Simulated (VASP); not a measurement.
# Sn in VASP: notebook

Sn is run at these levels: PBE, PBEsol; tasks: electric field gradients.

All numbers are computed with VASP 6.6.1; they aren't measurements. Logs are shortened: lines on timing, memory, paths and dates and some standing lists are left out, and cuts for length are marked.

## Step 1: The cell of the first run

The structure is monoclinic, space group C2/c (No. 15). Conventional cell: a = 3.181 Å, b = 8.289 Å, c = 4.380 Å, α = 90.00°, β = 110.48°, γ = 90.00°. Sn (site symmetry 2) has 10 Sn at 3.01 to 3.79 Å within 4.0 Å.

## Step 2: Electric field gradients, PBE (equal xy, yz and zx shear strains of -1 %)

File INCAR:

```
SYSTEM = Sn
PREC = Accurate ; ENCUT = 520
EDIFF = 1E-8 ; ISMEAR = -1
SIGMA = 0.05 ; LREAL = .False.
LASPH = .True. ; NELM = 60
ALGO = Normal ; ISIF = 2
LWAVE = .False. ; LCHARG = .False.
GGA = PE ; LEFG = .True.
NBANDS = 21 ; KPAR = 4
```

File KPOINTS:

```
Automatic mesh
0
Gamma
  15 15 15
  0 0 0
```

File POSCAR:

```
Sn
1.0
   -2.9383825000      2.9224760000      1.5906500000
    2.9224760000     -2.9383825000      1.5906500000
    2.9092240000      2.9092240000     -1.6198085000
Sn
2
Direct
    0.0000000000      0.0000000000      0.0000000000
    0.7500000000      0.2500000000      0.5000000000
```

Potentials or basis: VASP PAW PBE potentials, release 64 (Sn_d).

The run is started by

```bash
cat potpaw_PBE.64/Sn_d/POTCAR > POTCAR
mpirun -np 4 vasp_std > vasp.out
```

OUTCAR:

```text
SYSTEM = Sn
   PREC = Accurate
   ENCUT = 520
   EDIFF = 1E-8
   ISMEAR = -1
   LREAL = .False.
   LASPH = .True.
   NELM = 60
   ISIF = 2
   GGA = PE

 ion  position               nearest neighbor table
   1  0.000  0.000  0.000-   2 3.01   2 3.01   2 3.03   2 3.03   2 3.75   2 3.75
   2  0.750  0.250  0.500-   1 3.01   1 3.01   1 3.03   1 3.03   1 3.75   1 3.75

  Warning from LATTYP: Got some problem with cell dimensions!
  Tried to take original basis but could not verify dimensions!
  LATTYP: Found a base centered monoclinic cell.
 ALAT       =     3.1813795315
 B/A-ratio  =     2.6053180690
 C/A-ratio  =     1.3766330540
 COS(beta)  =    -0.3499229918

  Lattice vectors:

 A1 = (   2.9383825000,  -2.9224760000,  -1.5906500000)
 A2 = (  -2.9224760000,   2.9383825000,  -1.5906500000)
 A3 = (   2.8933175000,   2.8933175000,   1.5614915000)

Analysis of symmetry for initial positions (statically):
=====================================================================
 Subroutine PRICEL returns:
 Original cell was already a primitive cell.

 Routine SETGRP: Setting up the symmetry group for a
 base centered monoclinic supercell.

 Subroutine GETGRP returns: Found  4 space group operations
 (whereof  2 operations were pure point group operations)
 out of a pool of  4 trial point group operations.

The static configuration has the point symmetry C_2 .
 The point group associated with its full space group is C_2h.

Analysis of symmetry for dynamics (positions and initial velocities):
=====================================================================
 Subroutine PRICEL returns:
 Original cell was already a primitive cell.

 Routine SETGRP: Setting up the symmetry group for a
 base centered monoclinic supercell.

 Subroutine GETGRP returns: Found  4 space group operations
 (whereof  2 operations were pure point group operations)
 out of a pool of  4 trial point group operations.

The dynamic configuration has the point symmetry C_2 .
[... 126 lines left out ...]
   LHFCALC =     F    Hartree Fock is set to
   AEXX    =    0.0000 exact exchange contribution
   IVDW    =     0    specifies the selected vdW correction
   LEPSILON=     F    determine dielectric tensor
   LRPA    =     F    only Hartree local field effects (RPA)
 non-spin polarized calculation
  energy-cutoff  :      520.00
  volume of cell :       54.09
 maximum number of plane-waves:      1472
 NGX is ok and might be reduce to    36
   NGX = 17   NGY = 17   NGZ = 17

 number of electron      28.0000001 magnetization

 Free energy of the ion-electron system (eV)
  ---------------------------------------------------
  ext. energy  EPLUGINS =         0.00000000
  ---------------------------------------------------
  free energy    TOTEN  =        -7.59046081 eV

  energy without entropy =       -7.58282664  energy(sigma->0) =       -7.58664373

 E-fermi :   8.0197     XC(G=0): -10.3212

 val. band max:        8.0160125367   @ k =  -0.2667   0.4667   0.4000
 cond. band min:       8.0221922156   @ k =  -0.1333  -0.2000   0.2000
 fundamental gap:      0.0061796789
 Fermi energy:         8.0196737631

 k-point     1 :       0.0000    0.0000    0.0000
  band No.  band energies     occupation
      1     -13.6454      2.00000
      2     -13.5605      2.00000
      3     -13.5180      2.00000
      4     -13.5052      2.00000
      5     -13.3561      2.00000
      6     -13.3555      2.00000
[... 565 lines left out ...]
     20      15.0849      0.00000
     21      15.9876      0.00000

 [... further k-points ...]

------------------------ aborting loop because EDIFF is reached ----------------------------------------

  FORCE on cell =-STRESS in cart. coord.  units (eV):
  Direction    XX          YY          ZZ          XY          YZ          ZX
  --------------------------------------------------------------------------------------
  -------------------------------------------------------------------------------------
  Total        0.9948519      0.9948519      0.6520829      0.0865897      0.1019956      0.1019956
  in kB       29.4670537     29.4670537     19.3143931      2.5647479      3.0210637      3.0210623
  external PRESSURE =      26.0828335 kB  Pullay stress =       0.0000000 kB

 VOLUME and BASIS-vectors are now :
 -----------------------------------------------------------------------------
  energy-cutoff  :      520.00
  volume of cell :       54.09
      direct lattice vectors                 reciprocal lattice vectors
    -2.938382500  2.922476000  1.590650000     0.002441397  0.173064864  0.315214438
     2.922476000 -2.938382500  1.590650000     0.173064864  0.002441397  0.315214438
     2.909224000  2.909224000 -1.619808500     0.172346937  0.172346937  0.001723469

 POSITION                                       TOTAL-FORCE (eV/Angst)
 -----------------------------------------------------------------------------------
      0.00000      0.00000      0.00000         0.023646     -0.023646     -0.000000
     -0.01856      2.91187      0.78075        -0.023646      0.023646      0.000000
 -----------------------------------------------------------------------------------
    total drift:                               -0.000000      0.000000     -0.000000

  FREE ENERGIE OF THE ION-ELECTRON SYSTEM (eV)
  ---------------------------------------------------
  free  energy   TOTEN  =        -7.5904608143 eV

  energy  without entropy=       -7.5828266409  energy(sigma->0) =       -7.58664373

 Electric field gradients (V/A^2)
---------------------------------------------------------------------
 ion       V_xx      V_yy      V_zz      V_xy      V_xz      V_yz
---------------------------------------------------------------------
   1     -22.194   -22.194    44.387    -0.253    -2.086    -2.086
   2     -22.194   -22.194    44.387    -0.253    -2.086    -2.086
---------------------------------------------------------------------

 Electric field gradients after diagonalization (V/A^2)
 (convention: |V_zz| > |V_xx| > |V_yy|)
----------------------------------------------------------------------
 ion       V_xx      V_yy      V_zz     asymmetry (V_yy - V_xx)/ V_zz
----------------------------------------------------------------------
   1     -22.576   -21.941    44.517       0.014
   2     -22.576   -21.941    44.517       0.014
----------------------------------------------------------------------

           NMR quadrupolar parameters

 Cq : quadrupolar parameter    Cq=e*Q*V_zz/h
 eta: asymmetry parameters     (V_yy - V_xx)/ V_zz
 Q  : nuclear electric quadrupole moment in mb (millibarn)
----------------------------------------------------------------------
 ion       Cq(MHz)       eta       Q (mb)
----------------------------------------------------------------------
   1       0.108       0.014       1.000
   2       0.108       0.014       1.000
----------------------------------------------------------------------
```

Wall time 6.1 min (4 MPI ranks of AMD EPYC 7R13 (Zen 3), shared host); peak memory 0.82 GiB.

Results:

```
Free energy                             : -7.5905 eV
Pressure                                : 2.6 GPa
Largest force                           : 0.033 eV/Å
Band gap on the k mesh                  : zero (bands 14 and 15 overlap by 4.35 eV)
Largest electric field gradient by atom : Sn +44.5 V/Å²
```

Forces in eV/Å, atoms in the order of the input:
```
Sn   0.024 -0.024  0.000
Sn  -0.024  0.024  0.000
```

Levels at points of the mesh, in eV from the Fermi level:
```csv
k point,band 10,band 11,band 12,band 13,band 14,band 15,band 16,band 17,band 18,band 19
"(0.00, 0.00, 0.00)",-21.16,-11.16,-3.61,-2.06,-1.91,2.97,6.24,6.28,6.84,6.94
```

Electric field gradients, principal values (V/Å²):
| atom | least | middle | greatest (by size) |
| --- | --- | --- | --- |
| 1 Sn | -21.941 | -22.576 | 44.517 |
| 2 Sn | -21.941 | -22.576 | 44.517 |

Caveat: the cell differs from its parent crystal (equal xy, yz and zx shear strains of -1 %); without QUAD_EFG the Cq values of the log hold for a quadrupole moment of 1 mb, not for the nuclei; spin-orbit coupling is left out, which moves the levels of the heavy elements.

## Step 3: Electric field gradients, PBEsol

File INCAR:

```
SYSTEM = Sn
ALGO = Normal
EDIFF = 1E-8
ENCUT = 520
GGA = PS
ISIF = 2
ISMEAR = -1
LASPH = .True.
LCHARG = .False.
LEFG = .True.
LREAL = .False.
LWAVE = .False.
NBANDS = 21
NELM = 80
PREC = Accurate
SIGMA = 0.05
```

File KPOINTS:

```
k-points
0
Gamma
  15 15 15
  0 0 0
```

File POSCAR:

```
Sn
1.0
   -2.9158500000      2.9158500000      1.5906500000
    2.9158500000     -2.9158500000      1.5906500000
    2.9158500000      2.9158500000     -1.5906500000
Sn
2
Direct
    0.0000000000      0.0000000000      0.0000000000
    0.7500000000      0.2500000000      0.5000000000
```

Potentials or basis: VASP PAW PBE potentials, release 64 (Sn_d).

The run is started by

```bash
cat potpaw_PBE.64/Sn_d/POTCAR > POTCAR
mpirun -np 1 vasp_std > vasp.out
```

OUTCAR:

```text
SYSTEM = Sn
   EDIFF = 1E-8
   ENCUT = 520
   GGA = PS
   ISIF = 2
   ISMEAR = -1
   LASPH = .True.
   LREAL = .False.
   NELM = 80
   PREC = Accurate

 ion  position               nearest neighbor table
   1  0.000  0.000  0.000-   2 3.02   2 3.02   2 3.02   2 3.02
   2  0.750  0.250  0.500-   1 3.02   1 3.02   1 3.02   1 3.02

  LATTYP: Found a body centered tetragonal cell.
 ALAT       =     5.8317000000
 C/A-ratio  =     0.5455184595

  Lattice vectors:

 A1 = (  -2.9158500000,   2.9158500000,   1.5906500000)
 A2 = (   2.9158500000,  -2.9158500000,   1.5906500000)
 A3 = (   2.9158500000,   2.9158500000,  -1.5906500000)

Analysis of symmetry for initial positions (statically):
=====================================================================
 Subroutine PRICEL returns:
 Original cell was already a primitive cell.

 Routine SETGRP: Setting up the symmetry group for a
 body centered tetragonal supercell.

[... 767 lines left out ...]
      direct lattice vectors                 reciprocal lattice vectors
    -2.915850000  2.915850000  1.590650000     0.000000000  0.171476585  0.314336906
     2.915850000 -2.915850000  1.590650000     0.171476585  0.000000000  0.314336906
     2.915850000  2.915850000 -1.590650000     0.171476585  0.171476585  0.000000000

 POSITION                                       TOTAL-FORCE (eV/Angst)
 -----------------------------------------------------------------------------------
      0.00000      0.00000      0.00000         0.000000     -0.000000     -0.000000
     -0.00000      2.91585      0.79532        -0.000000      0.000000      0.000000
 -----------------------------------------------------------------------------------
    total drift:                               -0.000000      0.000000     -0.000000

  FREE ENERGIE OF THE ION-ELECTRON SYSTEM (eV)
  ---------------------------------------------------
  free  energy   TOTEN  =        -8.5219337106 eV

  energy  without entropy=       -8.5144120821  energy(sigma->0) =       -8.51817290

 Electric field gradients (V/A^2)
---------------------------------------------------------------------
 ion       V_xx      V_yy      V_zz      V_xy      V_xz      V_yz
---------------------------------------------------------------------
   1     -21.920   -21.920    43.840     0.001     0.001     0.001
   2     -21.920   -21.920    43.840     0.001     0.001     0.001
---------------------------------------------------------------------

 Electric field gradients after diagonalization (V/A^2)
 (convention: |V_zz| > |V_xx| > |V_yy|)
----------------------------------------------------------------------
 ion       V_xx      V_yy      V_zz     asymmetry (V_yy - V_xx)/ V_zz
----------------------------------------------------------------------
   1     -21.921   -21.919    43.840       0.000
   2     -21.921   -21.919    43.840       0.000
----------------------------------------------------------------------

           NMR quadrupolar parameters

 Cq : quadrupolar parameter    Cq=e*Q*V_zz/h
 eta: asymmetry parameters     (V_yy - V_xx)/ V_zz
 Q  : nuclear electric quadrupole moment in mb (millibarn)
----------------------------------------------------------------------
 ion       Cq(MHz)       eta       Q (mb)
----------------------------------------------------------------------
   1       0.106       0.000       1.000
   2       0.106       0.000       1.000
----------------------------------------------------------------------
```

OSZICAR:

```text
N       E                     dE             d eps       ncg     rms          rms(c)
DAV:   1     0.221535967533E+03    0.22154E+03   -0.14333E+04 12263   0.207E+03
DAV:   2     0.144036296560E+02   -0.20713E+03   -0.20291E+03 12226   0.455E+02
DAV:   3    -0.784162112842E+01   -0.22245E+02   -0.22075E+02 13990   0.134E+02
DAV:   4    -0.853777355877E+01   -0.69615E+00   -0.69576E+00 13770   0.263E+01
DAV:   5    -0.856605935144E+01   -0.28286E-01   -0.28285E-01 17172   0.499E+00    0.244E+00
DAV:   6    -0.853258486734E+01    0.33474E-01   -0.48731E-02 16496   0.320E+00    0.132E+00
DAV:   7    -0.852246964954E+01    0.10115E-01   -0.25077E-02 16510   0.226E+00    0.189E-01
DAV:   8    -0.852192840992E+01    0.54124E-03   -0.23660E-03 15355   0.666E-01    0.292E-02
DAV:   9    -0.852193403432E+01   -0.56244E-05   -0.69801E-05 16107   0.772E-02    0.109E-02
DAV:  10    -0.852193376947E+01    0.26485E-06   -0.42682E-06 15465   0.230E-02    0.163E-03
DAV:  11    -0.852193385025E+01   -0.80788E-07   -0.33406E-07 14300   0.712E-03    0.879E-04
DAV:  12    -0.852193370922E+01    0.14103E-06   -0.24864E-08 11336   0.201E-03    0.122E-04
DAV:  13    -0.852193371061E+01   -0.13911E-08   -0.35935E-09  7833   0.642E-04
   1 F= -.85219337E+01 E0= -.85181729E+01  d E =-.752163E-02
```

stdout:

```text
POSCAR found type information on POSCAR Sn
 POSCAR found :  1 types and       2 ions
 scaLAPACK will be used
 -----------------------------------------------------------------------------
|                                                                             |
|                                                                             |
|     You enforced a specific xc type in the INCAR file but a different       |
|     I HOPE YOU KNOW WHAT YOU ARE DOING!                                     |
|                                                                             |
 -----------------------------------------------------------------------------

 LDA part: xc-table for (Slater+PW92), standard interpolation
 POSCAR, INCAR and KPOINTS ok, starting setup
 FFT: planning ... GRIDC
 FFT: planning ... GRID_SOFT
 FFT: planning ... GRID
 WAVECAR not read
 entering main loop
ion   1

ion   2
```

Wall time 9.3 min (1 thread of Oxide Virtual Turin-like, shared host); peak memory 0.36 GiB.

Results:

```
Free energy                             : -8.5219 eV
Pressure                                : -0.4 GPa
Band gap on the k mesh                  : zero (bands 14 and 15 overlap by 4.32 eV)
Largest electric field gradient by atom : Sn +43.8 V/Å²
```

Stress tensor (GPa, compression positive):
```
-0.06  0.00  0.00
 0.00 -0.06  0.00
 0.00  0.00 -1.02
```

Electric field gradients, principal values (V/Å²):
```tsv
atom	least	middle	greatest (by size)
1 Sn	-21.919	-21.921	43.840
2 Sn	-21.919	-21.921	43.840
```

Caveat: without QUAD_EFG the Cq values of the log hold for a quadrupole moment of 1 mb, not for the nuclei; the PAW data sets were made with another functional, which shifts forces and pressure a little; spin-orbit coupling is left out, which moves the levels of the heavy elements.
